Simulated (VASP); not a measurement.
Here is a VASP 6.6.1 calculation.

File INCAR:

```
ALGO = Normal ; DIPOL = 0.5 0.5 0.321
EDIFF = 1E-6 ; ENCUT = 520
GGA = CA ; IDIPOL = 3
ISIF = 2 ; ISMEAR = 0
LASPH = True ; LCHARG = False
LDIPOL = True ; LREAL = Auto
LWAVE = False ; NBANDS = 44
NELM = 100 ; PREC = Accurate
SIGMA = 0.1
```

KPOINTS

```
k-points
0
Gamma
  6 4 1
```

File POSCAR:

```
LiBe24
1.0
    4.4524297775      0.0000000000      0.0000000000
    0.0000000000      7.0331519566      0.0000000000
    0.0000000000      0.0000000000     19.7998741761
Be Li
24 1
Direct
    0.0000000000      0.3750000000      0.2020214858
    0.0000000000      0.8750000000      0.2020214858
    0.5000000000      0.3750000000      0.2020214858
    0.5000000000      0.8750000000      0.2020214858
    0.2500000000      0.1250000000      0.2344789084
    0.2500000000      0.6250000000      0.2344789084
    0.7500000000      0.1250000000      0.2344789084
    0.7500000000      0.6250000000      0.2344789084
    0.2500000000      0.3750000000      0.2993937535
    0.2500000000      0.8750000000      0.2993937535
    0.7500000000      0.3750000000      0.2993937535
    0.7500000000      0.8750000000      0.2993937535
    0.0000000000      0.1250000000      0.3261495638
    0.0000000000      0.6250000000      0.3261495638
    0.5000000000      0.1250000000      0.3261495638
    0.5000000000      0.6250000000      0.3261495638
    0.0000000000      0.3750000000      0.3969669031
    0.0000000000      0.8750000000      0.3969669031
    0.5000000000      0.3750000000      0.3969669031
    0.5000000000      0.8750000000      0.3969669031
    0.2500000000      0.1250000000      0.4191882283
    0.2500000000      0.6250000000      0.4191882283
    0.7500000000      0.1250000000      0.4191882283
    0.7500000000      0.6250000000      0.4191882283
    0.2500000000      0.1875000000      0.5235599771
```

Potentials or basis: VASP PAW LDA potentials, release 64 (Be, Li_sv).

Launch:

```console
$ cat potpaw_LDA.64/Be/POTCAR potpaw_LDA.64/Li_sv/POTCAR > POTCAR
$ mpirun -np 1 vasp_std > vasp.out
```

(1) What does it give for the band gap on the k mesh?

(2) What does it give for the largest force?

## Answers

(1) zero (an odd number of electrons rules out a gap without spin polarisation).

(2) 1.325 eV/Å.
